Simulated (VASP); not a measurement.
Wanted: the native input for a VASP 6.6.1 run.

```yaml
Task: single point
Functional: PBE
Potentials_or_basis: VASP PAW PBE potentials, release 64 (Al, Si, B)
Cutoff: 520 eV
k_mesh: 6 × 6 × 6
Occupations: gaussian, width 0.1 eV
Spin: no spin polarisation
Dipole_correction: no
Further_INCAR_settings: ALGO = Normal; EDIFF = 1e-07; NBANDS = 19
```

The structure of Al3Si2B lies in POSCAR:

```
Al3Si2B
1.0
    2.4268029700      1.4011153500      4.0991055700
   -2.4268029700      1.4011153500      4.0991055700
    0.0000000000     -2.8022307000      4.0991055700
Al Si B
3 2 1
Direct
    0.5000000000      0.0000000000      0.5000000000
    0.0000000000      0.5000000000      0.5000000000
    0.5000000000      0.5000000000      0.0000000000
    0.1226730000      0.1226730000      0.1226730000
    0.8773270000      0.8773270000      0.8773270000
    0.5000000000      0.5000000000      0.5000000000
```

The input as run:

INCAR

```
  PREC = Accurate
  ENCUT = 520
  EDIFF = 1E-7
  ISMEAR = 0
  SIGMA = 0.1
  LREAL = F
  LASPH = T
  NELM = 100
  ALGO = Normal
  ISIF = 2
  LWAVE = F
  LCHARG = T
  GGA = PE
  LELF = T
  LVHAR = T
  NBANDS = 19
```

KPOINTS

```
Automatic mesh
0
Gamma
  6 6 6
```

Potentials or basis: VASP PAW PBE potentials, release 64 (Al, Si, B).

The run is started by

```console
$ cat potpaw_PBE.64/Al/POTCAR potpaw_PBE.64/Si/POTCAR potpaw_PBE.64/B/POTCAR > POTCAR
$ mpirun -np 1 vasp_std > vasp.out
```

It gave:

The pressure is 5.0 GPa, the largest force is 0.112 eV/Å and the band gap on the k mesh is zero (band 10 reaches 10.17 eV, above the bottom of band 11 at 7.02 eV).

Run time: 60 s on 1 thread of Intel Xeon 6975P-C (shared host), peak memory 0.25 GiB.
